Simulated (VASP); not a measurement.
# PbS (Galena) (Fm-3m) in VASP: a series of runs, part 2 of 2

VASP 6.6.1.

### 3 Single point, PBE

The input, INCAR:

```
PREC     = Accurate       # precision mode
ENCUT    = 500            # plane-wave cutoff, eV
EDIFF    = 1E-6           # SCF threshold, eV
ISMEAR   = 0              # smearing method
SIGMA    = 0.01           # smearing width, eV
LREAL    = F              # projectors in reciprocal space
LASPH    = T              # aspherical terms in the spheres
NELM     = 120            # most SCF steps
ALGO     = Normal         # electronic algorithm
ISIF     = 2              # what is computed and relaxed
LWAVE    = F              # write WAVECAR
LCHARG   = F              # write CHGCAR
GGA      = PE             # functional
NBANDS   = 17             # bands
GGA_COMPAT= F
```

The input, KPOINTS:

```
regular mesh
0
Gamma
  7 7 7
```

The input, POSCAR:

```
PbS
1.0
    0.0000000000      2.9657500000      2.9657500000
    2.9657500000      0.0000000000      2.9657500000
    2.9657500000      2.9657500000      0.0000000000
Pb S
1 1
Direct
    0.0000000000      0.0000000000      0.0000000000
    0.5000000000      0.5000000000      0.5000000000
```

Potentials or basis: VASP PAW PBE potentials, release 64 (Pb_d, S).

Run with:

```sh
> cat potpaw_PBE.64/Pb_d/POTCAR potpaw_PBE.64/S/POTCAR > POTCAR
> mpirun -np 1 vasp_std > vasp.out
```

OUTCAR:

```text
PREC = Accurate
   ENCUT = 500
   EDIFF = 1E-6
   ISMEAR = 0
   LREAL = F
   LASPH = T
   NELM = 120
   ISIF = 2
   GGA = PE

 ion  position               nearest neighbor table
   1  0.000  0.000  0.000-   2 2.97   2 2.97   2 2.97   2 2.97   2 2.97   2 2.97
   2  0.500  0.500  0.500-   1 2.97   1 2.97   1 2.97   1 2.97   1 2.97   1 2.97

  LATTYP: Found a face centered cubic cell.
 ALAT       =     5.9315000000

  Lattice vectors:

 A1 = (   0.0000000000,   2.9657500000,   2.9657500000)
 A2 = (   2.9657500000,   0.0000000000,   2.9657500000)
 A3 = (   2.9657500000,   2.9657500000,   0.0000000000)

Analysis of symmetry for initial positions (statically):
=====================================================================
 Subroutine PRICEL returns:
 Original cell was already a primitive cell.

 Routine SETGRP: Setting up the symmetry group for a
 face centered cubic supercell.

 Subroutine GETGRP returns: Found 48 space group operations
 (whereof 48 operations were pure point group operations)
 out of a pool of 48 trial point group operations.

The static configuration has the point symmetry O_h .

Analysis of symmetry for dynamics (positions and initial velocities):
=====================================================================
 Subroutine PRICEL returns:
 Original cell was already a primitive cell.

 Routine SETGRP: Setting up the symmetry group for a
 face centered cubic supercell.

 Subroutine GETGRP returns: Found 48 space group operations
 (whereof 48 operations were pure point group operations)
 out of a pool of 48 trial point group operations.

The dynamic configuration has the point symmetry O_h .

 Subroutine INISYM returns: Found 48 space group operations
 (whereof 48 operations are pure point group operations),
 and found     1 'primitive' translations

[... 105 lines left out ...]
   EFERMI_NEDOS =   21; number of points for ismear=-14 and -15
   IALGO  =     38    algorithm
   IMIX   =      4    mixing-type and parameters
     AMIX     =   0.40;   BMIX     =  1.00
     AMIX_MAG =   1.60;   BMIX_MAG =  1.00
  volume/ion in A,a.u.               =      26.09       176.04
  Fermi-wavevector in a.u.,A,eV,Ry     =   1.189251  2.247359 19.242973  1.414319
  Thomas-Fermi vector in A             =   2.325363
   LORBIT       =      0    0 simple, 1 ext, 2 COOP (PROOUT), +10 PAW based schemes
   GGA     = PE    functional components
   LHFCALC =     F    Hartree Fock is set to
   AEXX    =    0.0000 exact exchange contribution
   IVDW    =     0    specifies the selected vdW correction
   LEPSILON=     F    determine dielectric tensor
   LRPA    =     F    only Hartree local field effects (RPA)
 non-spin polarized calculation
 Gauss-broadening in eV      SIGMA  =   0.01
  energy-cutoff  :      500.00
  volume of cell :       52.17
 maximum number of plane-waves:      1363
   NGX = 15   NGY = 15   NGZ = 15

 number of electron      19.9999998 magnetization

 Free energy of the ion-electron system (eV)
  ---------------------------------------------------
  ext. energy  EPLUGINS =         0.00000000
  ---------------------------------------------------
  free energy    TOTEN  =        -8.75772689 eV

  energy without entropy =       -8.75772689  energy(sigma->0) =       -8.75772689

 E-fermi :   5.6102     XC(G=0):  -9.6835

 val. band max:        5.5620012404   @ k =   0.4286   0.0000   0.0000
 cond. band min:       6.5155164910   @ k =   0.4286   0.0000   0.0000
 fundamental gap:      0.9535152506
 Fermi energy:         5.6102293084

 k-point     1 :       0.0000    0.0000    0.0000
  band No.  band energies     occupation
      1     -11.0032      2.00000
      2     -11.0032      2.00000
      3     -11.0032      2.00000
      4     -10.9868      2.00000
      5     -10.9868      2.00000
      6      -7.7771      2.00000
[... 377 lines left out ...]
      4     -10.9770      2.00000
      5     -10.9457      2.00000
      6      -6.1045      2.00000
[... 9 lines left out ...]
     16      17.5507      0.00000
     17      18.1623      0.00000

------------------------ aborting loop because EDIFF is reached ----------------------------------------

  FORCE on cell =-STRESS in cart. coord.  units (eV):
  Direction    XX          YY          ZZ          XY          YZ          ZX
  --------------------------------------------------------------------------------------
  -------------------------------------------------------------------------------------
  Total        0.6822455      0.6822455      0.6822455      0.0000000      0.0000000     -0.0000000
  in kB       20.9516233     20.9516233     20.9516233      0.0000000      0.0000000     -0.0000000
  external PRESSURE =      20.9516233 kB  Pullay stress =       0.0000000 kB

 VOLUME and BASIS-vectors are now :
 -----------------------------------------------------------------------------
  energy-cutoff  :      500.00
  volume of cell :       52.17
      direct lattice vectors                 reciprocal lattice vectors
     0.000000000  2.965750000  2.965750000    -0.168591419  0.168591419  0.168591419
     2.965750000  0.000000000  2.965750000     0.168591419 -0.168591419  0.168591419
     2.965750000  2.965750000  0.000000000     0.168591419  0.168591419 -0.168591419

 POSITION                                       TOTAL-FORCE (eV/Angst)
 -----------------------------------------------------------------------------------
      0.00000      0.00000      0.00000         0.000000     -0.000000     -0.000000
      2.96575      2.96575      2.96575        -0.000000      0.000000      0.000000
 -----------------------------------------------------------------------------------
    total drift:                                0.000000     -0.000000     -0.000000

  FREE ENERGIE OF THE ION-ELECTRON SYSTEM (eV)
  ---------------------------------------------------
  free  energy   TOTEN  =        -8.7577268905 eV

  energy  without entropy=       -8.7577268905  energy(sigma->0) =       -8.75772689
```

stdout:

```text
POSCAR found type information on POSCAR PbS
 POSCAR found :  2 types and       2 ions
 scaLAPACK will be used
 LDA part: xc-table for (Slater+PW92), standard interpolation
 POSCAR, INCAR and KPOINTS ok, starting setup
 FFT: planning ... GRIDC
 FFT: planning ... GRID_SOFT
 FFT: planning ... GRID
 WAVECAR not read
 entering main loop
```

Run time: 7 s. Hardware: 1 thread of Intel Xeon 6975P-C (Granite Rapids), shared host; peak memory 0.17 GiB.

What came out:

| Item | Value |
| --- | --- |
| Free energy | -8.7577 eV |
| Pressure | 2.1 GPa |

Caveat: this odd mesh misses L, where the gap lies, so gap, dielectric constants and Born charges aren't listed; spin-orbit coupling is left out, which moves the levels of the heavy elements.
